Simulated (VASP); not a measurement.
A run of VASP 6.6.1:

Contents of INCAR:

```
PREC = Accurate
ENCUT = 520
EDIFF = 1E-6
ISMEAR = -1
SIGMA = 0.08
LREAL = False
LASPH = True
NELM = 80
ALGO = Normal
ISIF = 2
LWAVE = False
LCHARG = False
GGA = PE
NBANDS = 26
```

KPOINTS

```
regular mesh
0
Gamma
  10 10 5
```

POSCAR

```
CdS
1.0
    3.5656217672      0.0000000000      0.0000000000
   -1.7828108836      3.0879190307      0.0000000000
    0.0000000000      0.0000000000      6.8308159173
Cd S
2 2
Direct
    0.3333333333      0.6666666667      0.0213434277
    0.6666666667      0.3333333333      0.5213434277
    0.3333333333      0.6666666667      0.3546565723
    0.6666666667      0.3333333333      0.8546565723
```

Potentials or basis: VASP PAW PBE potentials, release 64 (Cd, S).

Command:

```console
$ cat potpaw_PBE.64/Cd/POTCAR potpaw_PBE.64/S/POTCAR > POTCAR
$ mpirun -np 1 vasp_std > vasp.out
```

Hardware: 1 thread of Intel Xeon 8259CL, with other jobs on the host.

Problem. Estimate the wall time of this run.

Solution. Run time: 2.1 min on 1 thread of Intel Xeon 8259CL (shared host), peak memory 0.23 GiB. Counts: scf iterations 14, k points 42.
